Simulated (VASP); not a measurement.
# H6C2O in VASP: a series of runs

The runs below take H6C2O through single point, with PBE.

Program: VASP 6.6.1. These are calculated values, not measurements. Logs are shortened: lines on timing, memory, paths and dates and some standing lists are left out, and cuts for length are marked.

## (1) The cell of the first run

The cell holds a disordered packing, 36 atoms: a = 7.294 Å, b = 7.294 Å, c = 7.294 Å, α = 90.00°, β = 90.00°, γ = 90.00°.

## (2) Single point, PBE

Input file INCAR:

```
SYSTEM = H6C2O
  PREC = Accurate
  ENCUT = 520
  EDIFF = 1E-6
  ISMEAR = -1
  SIGMA = 0.02
  LREAL = Auto
  LASPH = .True.
  NELM = 120
  ALGO = Normal
  ISIF = 2
  LWAVE = .False.
  LCHARG = .True.
  GGA = PE
  LELF = .True.
  LVHAR = .True.
  NBANDS = 64
  GGA_COMPAT = .False.
```

Input file KPOINTS:

```
Automatic mesh
0
Gamma
  1 1 1
  0 0 0
```

Input file POSCAR:

```
H6C2O
1.0
    7.2936330000      0.0000000000      0.0000000000
    0.0000000000      7.2936330000      0.0000000000
    0.0000000000      0.0000000000      7.2936330000
C O H
8 4 24
Direct
    0.4849023799      0.0392808358      0.9080385591
    0.6235164286      0.1543949360      1.0249898782
    0.7571261126      0.7129780180      0.3019071566
    0.6459332407      0.7431001807      0.4685593586
    0.3266136369      0.2412103817      0.3723932915
    0.1413972982      0.3055678837      0.2925428247
    0.3254208157      0.5432546442      0.8648090739
    0.1484445406      0.6427935159      0.8004515719
    0.7846158423      0.0374847487      1.0890731683
    0.4825441587      0.6340461605      0.4713837398
    0.1776480939      0.4976395165      0.2573751654
   -0.0007677930      0.5146132250      0.8160816427
    0.8807819094      0.1278923686      1.1176871663
    0.6826227752      0.2581292478      0.9414101313
    0.5652875597      0.2359866475      1.1458761361
    0.3841706870      0.1261511239      0.8276533793
    0.5855792305     -0.0261186709      0.8059083861
    0.4193109250     -0.0578723936      1.0035739391
    0.5109113661      0.5355767146      0.5462846842
    0.7445809242      0.7034902908      0.5683450209
    0.5790941222      0.8842369776      0.4611419302
    0.8570214597      0.8326166123      0.2817663022
    0.8351804924      0.5850033858      0.3112440673
    0.7064929096      0.6712292763      0.1576717666
    0.0790141209      0.5369203523      0.1698741903
    0.1375309122      0.2449945041      0.1441394158
    0.0292721062      0.2725253656      0.3692672774
    0.3659904467      0.0954394058      0.3626039314
    0.4359692899      0.3481529712      0.3440946371
    0.3361699170      0.2886215964      0.5095951496
   -0.0893656152      0.5436659618      0.7166798768
    0.1288521098      0.7715359410      0.8532099161
    0.1736857338      0.6710647492      0.6603430691
    0.4127983955      0.6537482761      0.8752976740
    0.3331947193      0.4536285278      0.9948677154
    0.3642766232      0.4500089324      0.7522588537
```

Potentials or basis: VASP PAW PBE potentials, release 64 (C, O, H).

Command:

```sh
$ cat potpaw_PBE.64/C/POTCAR potpaw_PBE.64/O/POTCAR potpaw_PBE.64/H/POTCAR > POTCAR
$ mpirun -np 1 vasp_gam > vasp.out
```

OUTCAR:

```text
SYSTEM = H6C2O
   PREC = Accurate
   ENCUT = 520
   EDIFF = 1E-6
   ISMEAR = -1
   LREAL = Auto
   LASPH = .True.
   NELM = 120
   ISIF = 2
   GGA = PE

 ion  position               nearest neighbor table
   1  0.485  0.039  0.908-  18 1.10  16 1.13  17 1.15   2 1.57
   2  0.624  0.154  0.025-  14 1.06  15 1.15   9 1.53   1 1.57
   3  0.757  0.713  0.302-  23 1.10  22 1.15  24 1.16   4 1.48
   4  0.646  0.743  0.469-  20 1.06  21 1.14  10 1.43   3 1.48
   5  0.327  0.241  0.372-  30 1.06  28 1.10  29 1.13   6 1.54
   6  0.141  0.306  0.293-  27 1.02  26 1.17  11 1.45   5 1.54
   7  0.325  0.543  0.865-  34 1.03  36 1.10  35 1.15   8 1.55
   8  0.148  0.643  0.800-  32 1.02  33 1.06  12 1.44   7 1.55
   9  0.785  0.037  0.089-  13 0.99   2 1.53
  10  0.483  0.634  0.471-  19 0.93   4 1.43
  11  0.178  0.498  0.257-  25 1.00   6 1.45
  12  0.999  0.515  0.816-  31 0.99   8 1.44
  13  0.881  0.128  0.118-   9 0.99
  14  0.683  0.258  0.941-   2 1.06
  15  0.565  0.236  0.146-   2 1.15
  16  0.384  0.126  0.828-   1 1.13
  17  0.586  0.974  0.806-   1 1.15
  18  0.419  0.942  0.004-   1 1.10
[... 16 lines left out ...]
  35  0.333  0.454  0.995-   7 1.15
  36  0.364  0.450  0.752-   7 1.10

  LATTYP: Found a simple cubic cell.
 ALAT       =     7.2936330000

  Lattice vectors:

 A1 = (   7.2936330000,   0.0000000000,   0.0000000000)
 A2 = (   0.0000000000,   7.2936330000,   0.0000000000)
 A3 = (   0.0000000000,   0.0000000000,   7.2936330000)

Analysis of symmetry for initial positions (statically):
=====================================================================
 Subroutine PRICEL returns:
 Original cell was already a primitive cell.

 Routine SETGRP: Setting up the symmetry group for a
 simple cubic supercell.

 Subroutine GETGRP returns: Found  1 space group operations
 (whereof  1 operations were pure point group operations)
 out of a pool of 48 trial point group operations.

The static configuration has the point symmetry C_1 .

Analysis of symmetry for dynamics (positions and initial velocities):
=====================================================================
 Subroutine PRICEL returns:
 Original cell was already a primitive cell.

 Routine SETGRP: Setting up the symmetry group for a
 simple cubic supercell.

 Subroutine GETGRP returns: Found  1 space group operations
 (whereof  1 operations were pure point group operations)
 out of a pool of 48 trial point group operations.

The dynamic configuration has the point symmetry C_1 .

 Subroutine INISYM returns: Found  1 space group operations
 (whereof  1 operations are pure point group operations),
 and found     1 'primitive' translations

----------------------------------------------------------------------------------------

                                     Primitive cell

  volume of cell :     388.0000

  direct lattice vectors                    reciprocal lattice vectors
     7.293633000  0.000000000  0.000000000     0.137105884  0.000000000  0.000000000
     0.000000000  7.293633000  0.000000000     0.000000000  0.137105884  0.000000000
     0.000000000  0.000000000  7.293633000     0.000000000  0.000000000  0.137105884

  length of vectors
     7.293633000  7.293633000  7.293633000     0.137105884  0.137105884  0.137105884

  position of ions in fractional coordinates (direct lattice)
     0.484902380  0.039280836  0.908038559
     0.623516429  0.154394936  0.024989878
     0.757126113  0.712978018  0.301907157
     0.645933241  0.743100181  0.468559359
     0.326613637  0.241210382  0.372393292
     0.141397298  0.305567884  0.292542825
[... 28 lines left out ...]
     0.333194719  0.453628528  0.994867715
     0.364276623  0.450008932  0.752258854

  ion indices of the primitive-cell ions
   primitive index   ion index
                 1           1
                 2           2
                 3           3
                 4           4
                 5           5
                 6           6
[... 28 lines left out ...]
                35          35
                36          36

----------------------------------------------------------------------------------------

 KPOINTS: Automatic mesh

Automatic generation of k-mesh.
 Grid dimensions read from file:
 generate k-points for:    1    1    1

 Generating k-lattice:

  Cartesian coordinates                     Fractional coordinates (reciprocal lattice)
     0.137105884  0.000000000  0.000000000     1.000000000  0.000000000  0.000000000
     0.000000000  0.137105884  0.000000000     0.000000000  1.000000000  0.000000000
     0.000000000  0.000000000  0.137105884     0.000000000  0.000000000  1.000000000

  Length of vectors
     0.137105884  0.137105884  0.137105884

  Shift w.r.t. Gamma in fractional coordinates (k-lattice)
     0.000000000  0.000000000  0.000000000

 Subroutine IBZKPT returns following result:
 ===========================================

 Found      1 irreducible k-points:

 Following reciprocal coordinates:
            Coordinates               Weight
  0.000000  0.000000  0.000000      1.000000
   k-points           NKPTS =      1   k-points in BZ     NKDIM =      1   number of bands    NBANDS=     64
   number of dos      NEDOS =    301   number of ions     NIONS =     36
   total plane-waves  NPLWV = 157464
   dimension x,y,z NGX =    54 NGY =   54 NGZ =   54
   dimension x,y,z NGXF=   108 NGYF=  108 NGZF=  108
   ions per type =               8   4  24
   NGX,Y,Z   is equivalent  to a cutoff of  12.31, 12.31, 12.31 a.u.
   NGXF,Y,Z  is equivalent  to a cutoff of  24.62, 24.62, 24.62 a.u.
 SYSTEM =  H6C2O
   PREC   = accura    normal or accurate (medium, high low for compatibility)
   ISTART =      0    job   : 0-new  1-cont  2-samecut
   ICHARG =      2    charge: 1-file 2-atom 10-const
   ISPIN  =      1    spin polarized calculation?
   LNONCOLLINEAR =      F non collinear calculations
   LSORBIT =      F    spin-orbit coupling
   LASPH  =      T    aspherical Exc in radial PAW
   ENCUT  =  520.0 eV  38.22 Ry    6.18 a.u.  13.56 13.56 13.56*2*pi/ulx,y,z
   NELM   =    120;   NELMIN=  2; NELMDL= -5     # of ELM steps
   EDIFF  = 0.1E-05   stopping-criterion for ELM
   LREAL  =      T    real-space projection
   EDIFFG = 0.1E-04   stopping-criterion for IOM
   NSW    =      0    number of steps for IOM
   IBRION =     -1    ionic relax: 0-MD 1-quasi-New 2-CG
   NFREE  =      0    steps in history (QN), initial steepest desc. (CG)
   ISIF   =      2    stress and relaxation
   ISYM   =      2    0-nonsym 1-usesym 2-fastsym
   POTIM  = 0.5000    time-step for ionic-motion
   TEBEG  =    0.0;   TEEND  =   0.0 temperature during run
   PSTRESS=    0.0 pullay stress
   NELECT =      80.0000    total number of electrons
   NUPDOWN=      -1.0000    fix difference up-down
   EMIN   =  10.00;   EMAX   =-10.00  energy-range for DOS
   EFERMI =   0.00;   METHOD = LEGACY
   ISMEAR =    -1;   SIGMA  =   0.02  broadening in eV -4-tet -1-fermi 0-gaus
   EFERMI_NEDOS =   21; number of points for ismear=-14 and -15
   IALGO  =     38    algorithm
   IMIX   =      4    mixing-type and parameters
     AMIX     =   0.40;   BMIX     =  1.00
     AMIX_MAG =   1.60;   BMIX_MAG =  1.00
  volume/ion in A,a.u.               =      10.78        72.73
  Fermi-wavevector in a.u.,A,eV,Ry     =   0.967151  1.827650 12.726630  0.935381
  Thomas-Fermi vector in A             =   2.097013
   LORBIT       =      0    0 simple, 1 ext, 2 COOP (PROOUT), +10 PAW based schemes
   GGA     = PE    functional components
   LHFCALC =     F    Hartree Fock is set to
   AEXX    =    0.0000 exact exchange contribution
   IVDW    =     0    specifies the selected vdW correction
   LEPSILON=     F    determine dielectric tensor
   LRPA    =     F    only Hartree local field effects (RPA)
 non-spin polarized calculation
  energy-cutoff  :      520.00
  volume of cell :      388.00
 maximum number of plane-waves:      5198
 NGX is ok and might be reduce to    54
   NGX = 27   NGY = 27   NGZ = 27

 number of electron      79.9999995 magnetization

 Free energy of the ion-electron system (eV)
  ---------------------------------------------------
  ext. energy  EPLUGINS =         0.00000000
  ---------------------------------------------------
  free energy    TOTEN  =      -184.24853109 eV

  energy without entropy =     -184.24853109  energy(sigma->0) =     -184.24853109

 E-fermi :  -2.3180     XC(G=0):  -6.4523

 val. band max:       -2.8993972108   @ k =   0.0000   0.0000   0.0000
 cond. band min:       1.6208035954   @ k =   0.0000   0.0000   0.0000
 fundamental gap:      4.5202008062
 Fermi energy:        -2.3179600418

 k-point     1 :       0.0000    0.0000    0.0000
  band No.  band energies     occupation
      1     -22.7005      2.00000
      2     -22.2923      2.00000
      3     -22.0974      2.00000
      4     -21.6104      2.00000
      5     -15.6086      2.00000
      6     -15.4223      2.00000
[... 44 lines left out ...]
     51       4.9725      0.00000
     52       5.1960      0.00000
 [bands above 52 left out]

------------------------ aborting loop because EDIFF is reached ----------------------------------------

  FORCE on cell =-STRESS in cart. coord.  units (eV):
  Direction    XX          YY          ZZ          XY          YZ          ZX
  --------------------------------------------------------------------------------------
  -------------------------------------------------------------------------------------
  Total        0.1857654      2.4417244      4.0326119      3.8324949     -1.6551952     -6.2072112
  in kB        0.7670852     10.0826689     16.6519575     15.8256097     -6.8348357    -25.6315804
  external PRESSURE =       9.1672372 kB  Pullay stress =       0.0000000 kB

 VOLUME and BASIS-vectors are now :
 -----------------------------------------------------------------------------
  energy-cutoff  :      520.00
  volume of cell :      388.00
      direct lattice vectors                 reciprocal lattice vectors
     7.293633000  0.000000000  0.000000000     0.137105884  0.000000000  0.000000000
     0.000000000  7.293633000  0.000000000     0.000000000  0.137105884  0.000000000
     0.000000000  0.000000000  7.293633000     0.000000000  0.000000000  0.137105884

 POSITION                                       TOTAL-FORCE (eV/Angst)
 -----------------------------------------------------------------------------------
      3.53670      0.28650      6.62290         1.940971      0.535038      0.024828
      4.54770      1.12610      0.18227         0.011314     -0.090905      1.076633
      5.52220      5.20020      2.20200         2.040589     -0.538887     -3.169052
      4.71120      5.41990      3.41750        -2.431454      1.246296     -2.289654
      2.38220      1.75930      2.71610         0.311111      1.048259      0.234420
      1.03130      2.22870      2.13370         4.843479      0.204509     -4.294464
[... 28 lines left out ...]
      2.43020      3.30860      7.25620        -0.691288      1.393255     -1.099227
      2.65690      3.28220      5.48670         0.138669      0.182276      0.149220
 -----------------------------------------------------------------------------------
    total drift:                                0.006479     -0.022561      0.033718

  FREE ENERGIE OF THE ION-ELECTRON SYSTEM (eV)
  ---------------------------------------------------
  free  energy   TOTEN  =      -184.2485310908 eV

  energy  without entropy=     -184.2485310908  energy(sigma->0) =     -184.24853109
```

Run time: 87 s. Hardware: 1 thread of AMD EPYC 7R13, shared host; peak memory 0.33 GiB.

Results:

```yaml
Free_energy: -184.2485 eV
Pressure: 0.9 GPa
Largest_force: 6.476 eV/Å
Band_gap_on_the_k_mesh: 4.52 eV
```

Forces on the atoms (eV/Å):
```
C    1.941  0.535  0.025
C    0.011 -0.091  1.077
C    2.041 -0.539 -3.169
C   -2.431  1.246 -2.290
C    0.311  1.048  0.234
C    4.843  0.205 -4.294
C   -1.666 -1.845  0.193
C    1.144 -3.938 -0.258
O   -1.282  1.362 -0.596
O   -0.137  1.339 -0.884
O   -2.178  0.330 -0.224
O   -1.174  0.452 -0.561
H   -0.306 -0.325 -0.181
H    0.525  0.869 -0.999
H    0.244 -1.231 -0.939
H    0.682 -0.567  0.840
H   -1.368  0.017  0.793
H   -0.096 -0.113 -0.620
H    0.180 -2.192  1.561
H    0.200  0.546  1.924
H    1.362 -0.526  0.783
H   -0.832 -1.277  0.155
H    0.619 -0.127  0.911
H   -0.770  1.429  1.341
H    0.881 -0.109  0.800
H   -0.538 -0.006  1.506
H   -2.555 -0.457  1.756
H   -0.075  0.429 -0.134
H   -0.490 -1.174 -1.462
H   -0.815 -0.569  2.123
H    0.565 -0.221  0.842
H   -0.823  2.371  2.033
H    0.236  0.098 -1.634
H    2.302  1.454  0.299
H   -0.691  1.393 -1.099
H    0.139  0.182  0.149
```

Caveat: the k points lie up to 0.86 Å⁻¹ apart.

(Part 1 of 2 ends here.)
